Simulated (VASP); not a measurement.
CaO: relaxation of cell and atoms with PBEsol

The system is CaO.

```xyz
2
Lattice="0.0000 2.4152 2.4152 2.4152 0.0000 2.4152 2.4152 2.4152 0.0000" Properties=species:S:1:pos:R:3 pbc="T T T"
Ca    0.0000    0.0000    0.0000
O     2.4152    2.4152    2.4152
```

- Program: VASP 6.6.1
- Task: relaxation of cell and atoms
- Functional: PBEsol
- Potentials or basis: VASP PAW PBE potentials, release 64 (Ca_sv, O)
- Cutoff: 600 eV
- k mesh: 8 × 8 × 8
- Occupations: fermi-dirac, width 0.02 eV
- Spin: no spin polarisation
- Dipole correction: no
- Further INCAR settings: ALGO = Normal; EDIFF = 1e-07; IBRION = 2; EDIFFG = -0.005; NSW = 80; ISIF = 3

```
Relaxed volume                         : 13.61 Å³/atom
Relaxed cell                           : a = 3.376 Å, b = 3.376 Å, c = 3.376 Å, α = 60.00°, β = 60.00°, γ = 60.00°
Space group after relaxing (to 0.05 Å) : Fm-3m (No. 225)
Energy gained by relaxing              : 5.8 meV/atom
Ionic steps                            : 3
Pressure after relaxing                : 0.0 GPa
Band gap on the k mesh                 : 3.53 eV, indirect (least direct gap 3.90 eV)
```

The path:
```csv
step,energy change (eV),largest force (eV/Å),pressure (GPa),volume (Å³)
1,0.0000,0.0000,-3.72,28.18
2,-0.0099,0.0000,1.52,26.86
3,-0.0115,0.0000,0.00,27.21
```

Final structure:
```yaml
crystal:
  lattice:
    - [0.00000, 2.38731, 2.38731]
    - [2.38731, 0.00000, 2.38731]
    - [2.38731, 2.38731, 0.00000]
  atoms:
    - { symbol: Ca, position: [0.00000, 0.00000, 0.00000] }
    - { symbol: O, position: [0.50000, 0.50000, 0.50000] }
```

Levels at points of the mesh, in eV from the valence-band top:
```
           k point  band 5  band 6  band 7  band 8  band 9  band 10  band 11  band 12
(0.00, 0.00, 0.00)  -15.48    0.00    0.00    0.00    4.73     6.24     6.24     6.24
(0.50, 0.00, 0.00)  -14.16   -2.74   -1.26   -1.26    7.11     8.49     8.49     8.49
(0.50, 0.50, 0.00)  -15.24   -1.31   -0.37   -0.37    3.53     8.19     9.04     9.73
```

Run time: 31 s on 1 thread of Intel Xeon 6975P-C, on a shared host, peak memory 0.17 GiB.

Caveat: the PAW data sets were made with another functional, which shifts forces and pressure a little. A k mesh can miss the band edges.
